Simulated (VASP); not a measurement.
Wanted: the native input for a VASP 6.6.1 run.

```
Task                   : single point
Functional             : PBE
Potentials or basis    : VASP PAW PBE potentials, release 64 (Cu)
Cutoff                 : 520 eV
k mesh                 : 52 × 52 × 52
Occupations            : fermi-dirac, width 0.0612256 eV
Spin                   : no spin polarisation
Dipole correction      : no
Further INCAR settings : ALGO = Normal; EDIFF = 1e-06; NBANDS = 12
```

The structure of Cu lies in POSCAR:

```
Cu
1.0
    0.0000000000      1.7780789525      1.7780789525
    1.7780789525      0.0000000000      1.7780789525
    1.7780789525      1.7780789525      0.0000000000
Cu
1
Direct
    0.0000000000      0.0000000000      0.0000000000
```

These files were run (other wordings do the same):

INCAR

```
SYSTEM = Cu
  PREC = Accurate
  ENCUT = 520
  EDIFF = 1E-6
  ISMEAR = -1
  SIGMA = 0.06122561905347299
  LREAL = .FALSE.
  LASPH = .TRUE.
  NELM = 60
  ALGO = Normal
  ISIF = 2
  LWAVE = .FALSE.
  LCHARG = .FALSE.
  GGA = PE
  NBANDS = 12
```

KPOINTS

```
regular mesh
0
G
  52 52 52
  0 0 0
```

Potentials or basis: VASP PAW PBE potentials, release 64 (Cu).

Run with:

```bash
$ cat potpaw_PBE.64/Cu/POTCAR > POTCAR
$ mpirun -np 1 vasp_std > vasp.out
```

It gave:

```
Pressure : 10.6 GPa
```

It took 5.2 min on 1 thread of Intel(R) Xeon(R) Platinum 8488C (Sapphire Rapids) (shared host), peak memory 0.54 GiB.
